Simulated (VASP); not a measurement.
# Ir3O in VASP: a series of runs

Ir3O is run at these levels: PBE; tasks: relaxation of the atoms.

Program: VASP 6.6.1. These are calculated values, not measurements. Logs are shortened: lines on timing, memory, paths and dates and some standing lists are left out, and cuts for length are marked.

### 1 The cell of the first run

The cell holds a slab with vacuum, 4 atoms: a = 2.737 Å, b = 2.737 Å, c = 19.843 Å, α = 90.00°, β = 90.00°, γ = 120.00°.

### 2 Relaxation of the atoms, PBE

File INCAR:

```
PREC     = Accurate       # precision mode
ENCUT    = 520            # plane-wave cutoff, eV
EDIFF    = 1E-6           # SCF threshold, eV
ISMEAR   = 0              # smearing method
SIGMA    = 0.1            # smearing width, eV
LREAL    = F              # projectors in reciprocal space
LASPH    = T              # aspherical terms in the spheres
NELM     = 60             # most SCF steps
ALGO     = Fast           # electronic algorithm
ISIF     = 2              # what is computed and relaxed
LWAVE    = F              # write WAVECAR
LCHARG   = F              # write CHGCAR
LDIPOL   = T            
IDIPOL   = 3            
DIPOL    = 0.5 0.5 0.358
GGA      = PE             # functional
IBRION   = 2              # ionic algorithm
NSW      = 36             # ionic steps
EDIFFG   = -0.025         # ionic threshold
```

File KPOINTS:

```
Automatic mesh
0
Gamma
  12 12 1
```

File POSCAR:

```
Ir3O
1.0
    2.7367600872      0.0000000000      0.0000000000
   -1.3683800436      2.3701037596      0.0000000000
    0.0000000000      0.0000000000     19.8425800730
Ir O
3 1
Selective dynamics
Direct
    0.6666666667      0.3333333333      0.2015866881  F F F
    0.3333333333      0.6666666667      0.3110139949  F F F
    0.0000000000      0.0000000000      0.4204382718  F F F
    0.0000000000      0.3333333333      0.4980386220  F F T
```

Potentials or basis: VASP PAW PBE potentials, release 64 (Ir, O).

Run with:

```sh
> cat potpaw_PBE.64/Ir/POTCAR potpaw_PBE.64/O/POTCAR > POTCAR
> mpirun -np 1 vasp_std > vasp.out
```

OUTCAR:

```text
PREC = Accurate
   ENCUT = 520
   EDIFF = 1E-6
   ISMEAR = 0
   LREAL = F
   LASPH = T
   NELM = 60
   ISIF = 2
   GGA = PE
   IBRION = 2
   NSW = 36
   EDIFFG = -0.025

 ion  position               nearest neighbor table
   1  0.667  0.333  0.202-   2 2.69   2 2.69   2 2.69
   2  0.333  0.667  0.311-   3 2.69   3 2.69   3 2.69   1 2.69   1 2.69   1 2.69
   3  0.000  0.000  0.420-   4 1.79   4 2.39   2 2.69   2 2.69   2 2.69
   4  0.000  0.333  0.498-   3 1.79   3 2.39

  LATTYP: Found a hexagonal cell.
 ALAT       =     2.7367600872
 C/A-ratio  =     7.2503907689

  Lattice vectors:

 A1 = (   2.7367600872,   0.0000000000,   0.0000000000)
 A2 = (  -1.3683800436,   2.3701037596,   0.0000000000)
 A3 = (   0.0000000000,   0.0000000000,  19.8425800730)

Analysis of symmetry for initial positions (statically):
=====================================================================
 Subroutine PRICEL returns:
 Original cell was already a primitive cell.

 Routine SETGRP: Setting up the symmetry group for a
 hexagonal supercell.

 Subroutine GETGRP returns: Found  1 space group operations
 (whereof  1 operations were pure point group operations)
 out of a pool of 24 trial point group operations.

The static configuration has the point symmetry C_1 .

Analysis of symmetry for dynamics (positions and initial velocities):
=====================================================================
 Subroutine PRICEL returns:
 Original cell was already a primitive cell.

 Routine SETGRP: Setting up the symmetry group for a
 hexagonal supercell.

 Subroutine GETGRP returns: Found  1 space group operations
 (whereof  1 operations were pure point group operations)
 out of a pool of 24 trial point group operations.

The dynamic configuration has the point symmetry C_1 .

Analysis of constrained symmetry for selective dynamics:
=====================================================================
 Subroutine PRICEL returns:
 Original cell was already a primitive cell.

 Routine SETGRP: Setting up the symmetry group for a
 hexagonal supercell.

 Subroutine GETGRP returns: Found  1 space group operations
 (whereof  1 operations were pure point group operations)
 out of a pool of 24 trial point group operations.

The constrained configuration has the point symmetry C_1 .

 Subroutine INISYM returns: Found  1 space group operations
 (whereof  1 operations are pure point group operations),
 and found     1 'primitive' translations

----------------------------------------------------------------------------------------

                                     Primitive cell

  volume of cell :     128.7070

  direct lattice vectors                    reciprocal lattice vectors
     2.736760087  0.000000000  0.000000000     0.365395566  0.210961228  0.000000000
    -1.368380044  2.370103760  0.000000000     0.000000000  0.421922456  0.000000000
     0.000000000  0.000000000 19.842580073     0.000000000  0.000000000  0.050396672

  length of vectors
     2.736760087  2.736760087 19.842580073     0.421922456  0.421922456  0.050396672

  position of ions in fractional coordinates (direct lattice)
     0.666666667  0.333333333  0.201586688
     0.333333333  0.666666667  0.311013995
     0.000000000  0.000000000  0.420438272
     0.000000000  0.333333333  0.498038622

  ion indices of the primitive-cell ions
   primitive index   ion index
                 1           1
                 2           2
                 3           3
                 4           4

----------------------------------------------------------------------------------------

 KPOINTS: Automatic mesh

Automatic generation of k-mesh.
 Grid dimensions read from file:
 generate k-points for:   12   12    1

 Generating k-lattice:

  Cartesian coordinates                     Fractional coordinates (reciprocal lattice)
     0.030449630  0.017580102  0.000000000     0.083333333  0.000000000  0.000000000
     0.000000000  0.035160205  0.000000000     0.000000000  0.083333333  0.000000000
     0.000000000  0.000000000  0.050396672     0.000000000  0.000000000  1.000000000

  Length of vectors
     0.035160205  0.035160205  0.050396672

  Shift w.r.t. Gamma in fractional coordinates (k-lattice)
     0.000000000  0.000000000  0.000000000

 Subroutine IBZKPT returns following result:
 ===========================================

 Found     74 irreducible k-points:

 Following reciprocal coordinates:
            Coordinates               Weight
  0.000000  0.000000  0.000000      1.000000
  0.083333 -0.000000  0.000000      2.000000
  0.000000  0.083333  0.000000      2.000000
 -0.083333  0.083333  0.000000      2.000000
  0.166667 -0.000000  0.000000      2.000000
  0.000000  0.166667  0.000000      2.000000
[... 16 lines left out ...]
  0.166667  0.083333  0.000000      2.000000
 -0.083333  0.250000  0.000000      2.000000
 [... further k-points ...]
   k-points           NKPTS =     74   k-points in BZ     NKDIM =     74   number of bands    NBANDS=     20
   number of dos      NEDOS =    301   number of ions     NIONS =      4
   total plane-waves  NPLWV =  60000
   dimension x,y,z NGX =    20 NGY =   20 NGZ =  150
   dimension x,y,z NGXF=    40 NGYF=   40 NGZF=  300
   ions per type =               3   1
   NGX,Y,Z   is equivalent  to a cutoff of  12.15, 12.15, 12.57 a.u.
   NGXF,Y,Z  is equivalent  to a cutoff of  24.30, 24.30, 25.13 a.u.
 SYSTEM =  unknown system
   PREC   = accura    normal or accurate (medium, high low for compatibility)
   ISTART =      0    job   : 0-new  1-cont  2-samecut
   ICHARG =      2    charge: 1-file 2-atom 10-const
   ISPIN  =      1    spin polarized calculation?
   LNONCOLLINEAR =      F non collinear calculations
   LSORBIT =      F    spin-orbit coupling
   LASPH  =      T    aspherical Exc in radial PAW
   ENCUT  =  520.0 eV  38.22 Ry    6.18 a.u.   5.09  5.09 36.89*2*pi/ulx,y,z
   NELM   =     60;   NELMIN=  2; NELMDL= -5     # of ELM steps
   EDIFF  = 0.1E-05   stopping-criterion for ELM
   LREAL  =      F    real-space projection
   EDIFFG = -.3E-01   stopping-criterion for IOM
   NSW    =     36    number of steps for IOM
   IBRION =      2    ionic relax: 0-MD 1-quasi-New 2-CG
   NFREE  =      1    steps in history (QN), initial steepest desc. (CG)
   ISIF   =      2    stress and relaxation
   ISYM   =      2    0-nonsym 1-usesym 2-fastsym
   POTIM  = 0.5000    time-step for ionic-motion
   TEBEG  =    0.0;   TEEND  =   0.0 temperature during run
   PSTRESS=    0.0 pullay stress
   NELECT =      33.0000    total number of electrons
   NUPDOWN=      -1.0000    fix difference up-down
   EMIN   =  10.00;   EMAX   =-10.00  energy-range for DOS
   EFERMI =   0.00;   METHOD = LEGACY
   ISMEAR =     0;   SIGMA  =   0.10  broadening in eV -4-tet -1-fermi 0-gaus
   EFERMI_NEDOS =   21; number of points for ismear=-14 and -15
   IALGO  =     68    algorithm
   IMIX   =      4    mixing-type and parameters
     AMIX     =   0.40;   BMIX     =  1.00
     AMIX_MAG =   1.60;   BMIX_MAG =  1.00
  volume/ion in A,a.u.               =      32.18       217.14
  Fermi-wavevector in a.u.,A,eV,Ry     =   1.040029  1.965370 14.716879  1.081660
  Thomas-Fermi vector in A             =   2.174586
   LORBIT       =      0    0 simple, 1 ext, 2 COOP (PROOUT), +10 PAW based schemes
   GGA     = PE    functional components
   LHFCALC =     F    Hartree Fock is set to
   AEXX    =    0.0000 exact exchange contribution
   IVDW    =     0    specifies the selected vdW correction
   LEPSILON=     F    determine dielectric tensor
   LRPA    =     F    only Hartree local field effects (RPA)
 conjugate gradient relaxation of ions
 non-spin polarized calculation
 RMM-DIIS sequential band-by-band and
 Gauss-broadening in eV      SIGMA  =   0.10
  energy-cutoff  :      520.00
  volume of cell :      128.71
 maximum number of plane-waves:      3499
   NGX = 11   NGY = 11   NGZ = 73

 dipolmoment           0.000000      0.000000     -0.026204 electrons x Angstroem

--------------------------------------- Ionic step        1  -------------------------------------------

 number of electron      33.0000001 magnetization

 Free energy of the ion-electron system (eV)
  ---------------------------------------------------
  ext. energy  EPLUGINS =         0.00000000
  ---------------------------------------------------
  free energy    TOTEN  =       -29.62878154 eV

  energy without entropy =      -29.60655859  energy(sigma->0) =      -29.61767006

------------------------ aborting loop because EDIFF is reached ----------------------------------------

  FORCE on cell =-STRESS in cart. coord.  units (eV):
  Direction    XX          YY          ZZ          XY          YZ          ZX
  --------------------------------------------------------------------------------------
  -------------------------------------------------------------------------------------
  Total        1.6497872      0.6002303      5.0963714      0.8043380      2.8805492     -2.5811772
  in kB       20.5369655      7.4718178     63.4409127     10.0126013     35.8578008    -32.1311433
  external PRESSURE =      30.4832320 kB  Pullay stress =       0.0000000 kB
[... 61 lines left out ...]
  energy  without entropy=      -29.6508340679  energy(sigma->0) =      -29.66208182

--------------------------------------- Ionic step        3  -------------------------------------------

 number of electron      33.0000001 magnetization

 dipolmoment           0.000000      0.000000      0.081213 electrons x Angstroem

 Free energy of the ion-electron system (eV)
  ---------------------------------------------------
  ext. energy  EPLUGINS =         0.00000000
  ---------------------------------------------------
  free energy    TOTEN  =       -29.67695521 eV

  energy without entropy =      -29.65453921  energy(sigma->0) =      -29.66574721

 E-fermi :  -0.4944     XC(G=0):  -6.1612

 val. band max:       -0.5021893611   @ k =   0.0833   0.2500   0.0000
 cond. band min:      -0.4905240402   @ k =   0.4167   0.1667   0.0000
 fundamental gap:      0.0116653209
 Fermi energy:        -0.4943654482

 k-point     1 :       0.0000    0.0000    0.0000
  band No.  band energies     occupation
      1     -19.3082      2.00000
      2     -10.6734      2.00000
      3      -8.9444      2.00000
      4      -8.2696      2.00000
      5      -5.6193      2.00000
      6      -4.9227      2.00000
[... 12 lines left out ...]
     19      -0.4431      0.46836
[... 513 lines left out ...]
      4      -6.9474      2.00000
      5      -6.1198      2.00000
      6      -5.7741      2.00000
[... 12 lines left out ...]
     19      -0.3540      0.04710
     20       0.0174      0.00000

 [... further k-points ...]

------------------------ aborting loop because EDIFF is reached ----------------------------------------

 vacuum level on the upper side and lower side of the slab       (xc-potential included)         0.933        -1.251

  FORCE on cell =-STRESS in cart. coord.  units (eV):
  Direction    XX          YY          ZZ          XY          YZ          ZX
  --------------------------------------------------------------------------------------
  -------------------------------------------------------------------------------------
  Total        1.0363445     -0.3412453      2.3065163      0.9887032      1.8769108     -1.9146648
  in kB       12.9006765     -4.2479079     28.7120948     12.3076256     23.3642572    -23.8342286
  external PRESSURE =      12.4549545 kB  Pullay stress =       0.0000000 kB

 VOLUME and BASIS-vectors are now :
 -----------------------------------------------------------------------------
  energy-cutoff  :      520.00
  volume of cell :      128.71
      direct lattice vectors                 reciprocal lattice vectors
     2.736760087  0.000000000  0.000000000     0.365395566  0.210961228  0.000000000
    -1.368380044  2.370103760  0.000000000     0.000000000  0.421922456  0.000000000
     0.000000000  0.000000000 19.842580073     0.000000000  0.000000000  0.050396672
[... 10 lines left out ...]
  FREE ENERGIE OF THE ION-ELECTRON SYSTEM (eV)
  ---------------------------------------------------
  free  energy   TOTEN  =       -29.6769552135 eV

  energy  without entropy=      -29.6545392067  energy(sigma->0) =      -29.66574721

 reached required accuracy - stopping structural energy minimisation

 vacuum level on the upper side and lower side of the slab         7.105         4.852
```

Wall time 14 min (1 thread of Oxide Virtual Turin-like, shared host); peak memory 0.34 GiB.

Results:

- Free energy: -29.6770 eV
- Energy gained by relaxing: 12.0 meV/atom
- Ionic steps: 3
- Band gap on the k mesh: zero (an odd number of electrons rules out a gap without spin polarisation)

The path:
```
step  energy change (eV)  largest force on free atoms (eV/Å)  pressure (GPa)
   1              0.0000                              1.6477            3.05
   2             -0.0445                              0.3978            0.78
   3             -0.0482                              0.0040            1.25
```

Final structure:
```cif
data_structure
_symmetry_space_group_name_H-M 'P 1'
_symmetry_Int_Tables_number 1
_cell_length_a 2.7368
_cell_length_b 2.7368
_cell_length_c 19.8426
_cell_angle_alpha 90.000
_cell_angle_beta 90.000
_cell_angle_gamma 120.000
_cell_volume 128.71
loop_
_atom_site_label
_atom_site_type_symbol
_atom_site_fract_x
_atom_site_fract_y
_atom_site_fract_z
_atom_site_occupancy
Ir1 Ir 0.66667 0.33333 0.20159 1
Ir2 Ir 0.33333 0.66667 0.31101 1
Ir3 Ir 0.00000 0.00000 0.42044 1
O1 O 0.00000 0.33333 0.50113 1
```

Caveat: spin-orbit coupling is left out, which moves the levels of the heavy elements; an odd number of electrons without spin polarisation forces a metal; a magnetic or distorted state may lie lower.

### 3 Relaxation of the atoms, PBE

File INCAR:

```
PREC = Accurate ; ENCUT = 520
EDIFF = 1E-6 ; ISMEAR = 0
SIGMA = 0.1 ; LREAL = False
LASPH = True ; NELM = 80
ALGO = Fast ; ISIF = 2
LWAVE = False ; LCHARG = False
LDIPOL = True ; IDIPOL = 3
DIPOL = 0.5 0.5 0.356 ; GGA = PE
IBRION = 2 ; NSW = 36
EDIFFG = -0.025
```

KPOINTS is that of step 2.

POSCAR: that of step 2 with these lines changed.

```diff
@@ -12,2 +12,2 @@
     0.0000000000      0.0000000000      0.4204382718  F F F
-    0.0000000000      0.3333333333      0.4980386220  F F T
+    0.1666666667      0.6666666667      0.4921357765  F F T
```

Potentials or basis: VASP PAW PBE potentials, release 64 (Ir, O).

Run with:

```sh
> cat potpaw_PBE.64/Ir/POTCAR potpaw_PBE.64/O/POTCAR > POTCAR
> mpirun -np 1 vasp_std > vasp.out
```

Run time: 25 min. Hardware: 1 thread of Oxide Virtual Turin-like, shared host; peak memory 0.33 GiB.

Results (log left out):

* Free energy: -29.9282 eV
* Energy gained by relaxing: 2.7 meV/atom
* Ionic steps: 2
* Band gap on the k mesh: zero (an odd number of electrons rules out a gap without spin polarisation)

Step by step:
| step | energy change (eV) | largest force on free atoms (eV/Å) | pressure (GPa) |
| --- | --- | --- | --- |
| 1 | 0.0000 | 0.6688 | 2.63 |
| 2 | -0.0108 | 0.0147 | 1.77 |

Final structure:
```
Ir O
1.0
     2.73676    0.00000    0.00000
    -1.36838    2.37010    0.00000
     0.00000    0.00000   19.84258
Ir O
3 1
Direct
  0.66667 0.33333 0.20159
  0.33333 0.66667 0.31101
  0.00000 0.00000 0.42044
  0.16667 0.66667 0.49376
```

Levels at points of the mesh, in eV from the Fermi level:
| k point | band 14 | band 15 | band 16 | band 17 | band 18 | band 19 |
| --- | --- | --- | --- | --- | --- | --- |
| (0.00, 0.00, 0.00) | -2.28 | -1.43 | -1.16 | -1.03 | -0.48 | -0.26 |
| (0.50, 0.00, 0.00) | -0.45 | 0.38 | 0.47 | 0.85 | 1.35 | 1.50 |
| (0.00, 0.50, 0.00) | -0.35 | 0.26 | 0.40 | 0.87 | 1.01 | 1.45 |
| (0.50, 0.50, 0.00) | -0.29 | 0.27 | 0.66 | 0.84 | 0.96 | 1.46 |

Caveat: spin-orbit coupling is left out, which moves the levels of the heavy elements; an odd number of electrons without spin polarisation forces a metal; a magnetic or distorted state may lie lower.
